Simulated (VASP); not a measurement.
# Nb3C4 (Pm-3m) in VASP: notebook

The runs below take Nb3C4 through single point, relaxation of cell and atoms, with PBE.

Everything below comes from runs of VASP 6.6.1. Logs are shortened: lines on timing, memory, paths and dates and some standing lists are left out, and cuts for length are marked.

## Step 1: The cell of the first run

It takes space group Pm-3m (No. 221, cubic). The conventional cell has a = 3.819 Å, b = 3.819 Å, c = 3.819 Å, α = 90.00°, β = 90.00°, γ = 90.00°. Within 2.5 Å of Nb (site symmetry 4/mmm) lie 4 C at 1.91 Å. Within 2.5 Å of C (site symmetry 4/mmm) lie 4 Nb at 1.91 Å and 2 C at 1.91 Å. Within 2.5 Å of C (site symmetry m-3m) lie 6 C at 1.91 Å.

The cell was generated, and may not be a known phase.

## Step 2: Single point, PBE

Contents of INCAR:

```
SYSTEM = Nb3C4
  PREC = Accurate
  ENCUT = 520
  EDIFF = 1E-6
  ISMEAR = 0
  SIGMA = 0.1
  LREAL = .FALSE.
  LASPH = .TRUE.
  NELM = 80
  ALGO = Normal
  ISIF = 2
  LWAVE = .FALSE.
  LCHARG = .FALSE.
  GGA = PE
  NBANDS = 36
```

Contents of KPOINTS:

```
Automatic mesh
0
G
  4 4 4
  0 0 0
```

Contents of POSCAR:

```
Nb3C4
1.0
    3.8192321900      0.0000000000      0.0000000000
    0.0000000000      3.8192321900      0.0000000000
    0.0000000000      0.0000000000      3.8192321900
Nb C
3 4
Direct
    0.0000000000      0.5000000000      0.5000000000
    0.5000000000      0.0000000000      0.5000000000
    0.5000000000      0.5000000000      0.0000000000
    0.5000000000      0.0000000000      0.0000000000
    0.0000000000      0.5000000000      0.0000000000
    0.0000000000      0.0000000000      0.5000000000
    0.0000000000      0.0000000000      0.0000000000
```

Potentials or basis: VASP PAW PBE potentials, release 64 (Nb_sv, C).

Launch:

```bash
cat potpaw_PBE.64/Nb_sv/POTCAR potpaw_PBE.64/C/POTCAR > POTCAR
mpirun -np 1 vasp_std > vasp.out
```

OUTCAR:

```text
SYSTEM = Nb3C4
   PREC = Accurate
   ENCUT = 520
   EDIFF = 1E-6
   ISMEAR = 0
   LREAL = .FALSE.
   LASPH = .TRUE.
   NELM = 80
   ISIF = 2
   GGA = PE

 ion  position               nearest neighbor table
   1  0.000  0.500  0.500-   5 1.91   6 1.91   5 1.91   6 1.91   3 2.70   2 2.70   2 2.70   3 2.70
                             2 2.70   3 2.70   3 2.70   2 2.70
   2  0.500  0.000  0.500-   4 1.91   6 1.91   4 1.91   6 1.91   3 2.70   1 2.70   1 2.70   3 2.70
                             3 2.70   1 2.70   3 2.70   1 2.70
   3  0.500  0.500  0.000-   4 1.91   5 1.91   4 1.91   5 1.91   1 2.70   2 2.70   2 2.70   1 2.70
                             2 2.70   1 2.70   2 2.70   1 2.70
   4  0.500  0.000  0.000-   2 1.91   3 1.91   7 1.91   2 1.91   3 1.91   7 1.91
   5  0.000  0.500  0.000-   1 1.91   3 1.91   7 1.91   1 1.91   7 1.91   3 1.91
   6  0.000  0.000  0.500-   1 1.91   2 1.91   7 1.91   7 1.91   1 1.91   2 1.91
   7  0.000  0.000  0.000-   4 1.91   5 1.91   6 1.91   6 1.91   5 1.91   4 1.91

  LATTYP: Found a simple cubic cell.
 ALAT       =     3.8192321900

  Lattice vectors:

 A1 = (   3.8192321900,   0.0000000000,   0.0000000000)
 A2 = (   0.0000000000,   3.8192321900,   0.0000000000)
 A3 = (   0.0000000000,   0.0000000000,   3.8192321900)

Analysis of symmetry for initial positions (statically):
=====================================================================
 Subroutine PRICEL returns:
 Original cell was already a primitive cell.

 Routine SETGRP: Setting up the symmetry group for a
 simple cubic supercell.

 Subroutine GETGRP returns: Found 48 space group operations
 (whereof 48 operations were pure point group operations)
 out of a pool of 48 trial point group operations.

The static configuration has the point symmetry O_h .

Analysis of symmetry for dynamics (positions and initial velocities):
=====================================================================
 Subroutine PRICEL returns:
 Original cell was already a primitive cell.

 Routine SETGRP: Setting up the symmetry group for a
 simple cubic supercell.

 Subroutine GETGRP returns: Found 48 space group operations
 (whereof 48 operations were pure point group operations)
 out of a pool of 48 trial point group operations.

The dynamic configuration has the point symmetry O_h .

 Subroutine INISYM returns: Found 48 space group operations
 (whereof 48 operations are pure point group operations),
 and found     1 'primitive' translations

----------------------------------------------------------------------------------------

                                     Primitive cell

  volume of cell :      55.7094

  direct lattice vectors                    reciprocal lattice vectors
     3.819232190  0.000000000  0.000000000     0.261832732  0.000000000  0.000000000
     0.000000000  3.819232190  0.000000000     0.000000000  0.261832732  0.000000000
     0.000000000  0.000000000  3.819232190     0.000000000  0.000000000  0.261832732

  length of vectors
     3.819232190  3.819232190  3.819232190     0.261832732  0.261832732  0.261832732

  position of ions in fractional coordinates (direct lattice)
     0.000000000  0.500000000  0.500000000
     0.500000000  0.000000000  0.500000000
     0.500000000  0.500000000  0.000000000
     0.500000000  0.000000000  0.000000000
     0.000000000  0.500000000  0.000000000
     0.000000000  0.000000000  0.500000000
     0.000000000  0.000000000  0.000000000

  ion indices of the primitive-cell ions
   primitive index   ion index
                 1           1
                 2           2
                 3           3
                 4           4
                 5           5
                 6           6
                 7           7

----------------------------------------------------------------------------------------

 KPOINTS: Automatic mesh

Automatic generation of k-mesh.
 Grid dimensions read from file:
 generate k-points for:    4    4    4

 Generating k-lattice:

  Cartesian coordinates                     Fractional coordinates (reciprocal lattice)
     0.065458183  0.000000000  0.000000000     0.250000000  0.000000000  0.000000000
     0.000000000  0.065458183  0.000000000     0.000000000  0.250000000  0.000000000
     0.000000000  0.000000000  0.065458183     0.000000000  0.000000000  0.250000000

  Length of vectors
     0.065458183  0.065458183  0.065458183

  Shift w.r.t. Gamma in fractional coordinates (k-lattice)
     0.000000000  0.000000000  0.000000000

 Subroutine IBZKPT returns following result:
 ===========================================

 Found     10 irreducible k-points:

 Following reciprocal coordinates:
            Coordinates               Weight
  0.000000  0.000000  0.000000      1.000000
  0.250000  0.000000  0.000000      6.000000
  0.500000  0.000000  0.000000      3.000000
  0.250000  0.250000  0.000000     12.000000
  0.500000  0.250000  0.000000     12.000000
  0.500000  0.500000  0.000000      3.000000
  0.250000  0.250000  0.250000      8.000000
  0.500000  0.250000  0.250000     12.000000
  0.500000  0.500000  0.250000      6.000000
  0.500000  0.500000  0.500000      1.000000
   k-points           NKPTS =     10   k-points in BZ     NKDIM =     10   number of bands    NBANDS=     36
   number of dos      NEDOS =    301   number of ions     NIONS =      7
   total plane-waves  NPLWV =  21952
   dimension x,y,z NGX =    28 NGY =   28 NGZ =   28
   dimension x,y,z NGXF=    56 NGYF=   56 NGZF=   56
   ions per type =               3   4
   NGX,Y,Z   is equivalent  to a cutoff of  12.19, 12.19, 12.19 a.u.
   NGXF,Y,Z  is equivalent  to a cutoff of  24.38, 24.38, 24.38 a.u.
 SYSTEM =  Nb3C4
   PREC   = accura    normal or accurate (medium, high low for compatibility)
   ISTART =      0    job   : 0-new  1-cont  2-samecut
   ICHARG =      2    charge: 1-file 2-atom 10-const
   ISPIN  =      1    spin polarized calculation?
   LNONCOLLINEAR =      F non collinear calculations
   LSORBIT =      F    spin-orbit coupling
   LASPH  =      T    aspherical Exc in radial PAW
   ENCUT  =  520.0 eV  38.22 Ry    6.18 a.u.   7.10  7.10  7.10*2*pi/ulx,y,z
   NELM   =     80;   NELMIN=  2; NELMDL= -5     # of ELM steps
   EDIFF  = 0.1E-05   stopping-criterion for ELM
   LREAL  =      F    real-space projection
   EDIFFG = 0.1E-04   stopping-criterion for IOM
   NSW    =      0    number of steps for IOM
   IBRION =     -1    ionic relax: 0-MD 1-quasi-New 2-CG
   NFREE  =      0    steps in history (QN), initial steepest desc. (CG)
   ISIF   =      2    stress and relaxation
   ISYM   =      2    0-nonsym 1-usesym 2-fastsym
   POTIM  = 0.5000    time-step for ionic-motion
   TEBEG  =    0.0;   TEEND  =   0.0 temperature during run
   PSTRESS=    0.0 pullay stress
   NELECT =      55.0000    total number of electrons
   NUPDOWN=      -1.0000    fix difference up-down
   EMIN   =  10.00;   EMAX   =-10.00  energy-range for DOS
   EFERMI =   0.00;   METHOD = LEGACY
   ISMEAR =     0;   SIGMA  =   0.10  broadening in eV -4-tet -1-fermi 0-gaus
   EFERMI_NEDOS =   21; number of points for ismear=-14 and -15
   IALGO  =     38    algorithm
   IMIX   =      4    mixing-type and parameters
     AMIX     =   0.40;   BMIX     =  1.00
     AMIX_MAG =   1.60;   BMIX_MAG =  1.00
  volume/ion in A,a.u.               =       7.96        53.71
  Fermi-wavevector in a.u.,A,eV,Ry     =   1.630120  3.080481 36.154657  2.657292
  Thomas-Fermi vector in A             =   2.722474
   LORBIT       =      0    0 simple, 1 ext, 2 COOP (PROOUT), +10 PAW based schemes
   GGA     = PE    functional components
   LHFCALC =     F    Hartree Fock is set to
   AEXX    =    0.0000 exact exchange contribution
   IVDW    =     0    specifies the selected vdW correction
   LEPSILON=     F    determine dielectric tensor
   LRPA    =     F    only Hartree local field effects (RPA)
 non-spin polarized calculation
 Gauss-broadening in eV      SIGMA  =   0.10
  energy-cutoff  :      520.00
  volume of cell :       55.71
 maximum number of plane-waves:      1516
   NGX = 15   NGY = 15   NGZ = 15

 number of electron      55.0000000 magnetization

 Free energy of the ion-electron system (eV)
  ---------------------------------------------------
  ext. energy  EPLUGINS =         0.00000000
  ---------------------------------------------------
  free energy    TOTEN  =       -46.63485978 eV

  energy without entropy =      -46.61431213  energy(sigma->0) =      -46.62458596

 E-fermi :  16.0774     XC(G=0): -14.5709

 val. band max:       16.0416865437   @ k =   0.5000   0.2500   0.2500
 cond. band min:      16.0859069463   @ k =   0.2500   0.0000   0.0000
 fundamental gap:      0.0442204026
 Fermi energy:        16.0773519033

 k-point     1 :       0.0000    0.0000    0.0000
  band No.  band energies     occupation
      1     -38.4266      2.00000
      2     -37.7365      2.00000
      3     -37.7365      2.00000
      4     -15.7217      2.00000
      5     -15.7217      2.00000
      6     -15.7217      2.00000
[... 28 lines left out ...]
     35      20.8701      0.00000
     36      23.6247      0.00000

 k-point     2 :       0.2500    0.0000    0.0000
  band No.  band energies     occupation
      1     -38.3418      2.00000
      2     -37.8276      2.00000
      3     -37.7356      2.00000
      4     -15.5563      2.00000
      5     -15.5563      2.00000
      6     -15.5227      2.00000
[... 28 lines left out ...]
     35      22.1304      0.00000
     36      22.4127      0.00000

 k-point     3 :       0.5000    0.0000    0.0000
  band No.  band energies     occupation
      1     -38.2026      2.00000
      2     -37.9731      2.00000
      3     -37.7348      2.00000
      4     -15.2990      2.00000
      5     -15.2990      2.00000
      6     -15.2150      2.00000
[... 28 lines left out ...]
     35      20.2191      0.00000
     36      22.0159      0.00000
[... 196 lines left out ...]
 k-point     9 :       0.5000    0.5000    0.2500
  band No.  band energies     occupation
      1     -37.9678      2.00000
      2     -37.9666      2.00000
      3     -37.9666      2.00000
      4     -16.0793      2.00000
      5     -15.7312      2.00000
      6     -15.7312      2.00000
[... 28 lines left out ...]
     35      20.6485      0.00000
     36      21.0210      0.00000

 k-point    10 :       0.5000    0.5000    0.5000
  band No.  band energies     occupation
      1     -37.9644      2.00000
      2     -37.9644      2.00000
      3     -37.9644      2.00000
      4     -16.0590      2.00000
      5     -16.0590      2.00000
      6     -16.0590      2.00000
[... 28 lines left out ...]
     35      21.4570      0.00000
     36      22.8642      0.00000

------------------------ aborting loop because EDIFF is reached ----------------------------------------

  FORCE on cell =-STRESS in cart. coord.  units (eV):
  Direction    XX          YY          ZZ          XY          YZ          ZX
  --------------------------------------------------------------------------------------
  -------------------------------------------------------------------------------------
  Total       68.9574928     68.9574928     68.9574928      0.0000000      0.0000000     -0.0000000
  in kB     1983.1878759   1983.1878759   1983.1878759      0.0000000      0.0000000     -0.0000000
  external PRESSURE =    1983.1878759 kB  Pullay stress =       0.0000000 kB

 VOLUME and BASIS-vectors are now :
 -----------------------------------------------------------------------------
  energy-cutoff  :      520.00
  volume of cell :       55.71
      direct lattice vectors                 reciprocal lattice vectors
     3.819232190  0.000000000  0.000000000     0.261832732  0.000000000  0.000000000
     0.000000000  3.819232190  0.000000000     0.000000000  0.261832732  0.000000000
     0.000000000  0.000000000  3.819232190     0.000000000  0.000000000  0.261832732

 POSITION                                       TOTAL-FORCE (eV/Angst)
 -----------------------------------------------------------------------------------
      0.00000      1.90962      1.90962         0.000000      0.000000      0.000000
      1.90962      0.00000      1.90962         0.000000      0.000000      0.000000
      1.90962      1.90962      0.00000         0.000000      0.000000      0.000000
      1.90962      0.00000      0.00000         0.000000      0.000000      0.000000
      0.00000      1.90962      0.00000         0.000000      0.000000      0.000000
      0.00000      0.00000      1.90962         0.000000      0.000000      0.000000
      0.00000      0.00000      0.00000         0.000000      0.000000      0.000000
 -----------------------------------------------------------------------------------
    total drift:                                0.000000      0.000000      0.000000

  FREE ENERGIE OF THE ION-ELECTRON SYSTEM (eV)
  ---------------------------------------------------
  free  energy   TOTEN  =       -46.6348597839 eV

  energy  without entropy=      -46.6143121320  energy(sigma->0) =      -46.62458596
```

Run time: 29 s. Hardware: 1 thread of Intel Xeon Platinum 8488C (Sapphire Rapids), shared host; peak memory 0.16 GiB.

What came out:

* Free energy: -46.6349 eV
* Pressure: 198.3 GPa
* Band gap on the k mesh: zero (an odd number of electrons rules out a gap without spin polarisation)

Caveat: the k points lie up to 0.41 Å⁻¹ apart, too coarse for converged energies and pressures of a metal.

(Continued in part 2 of 2.)

The gap in the log of VASP goes by the Fermi energy; the results here count the filled bands.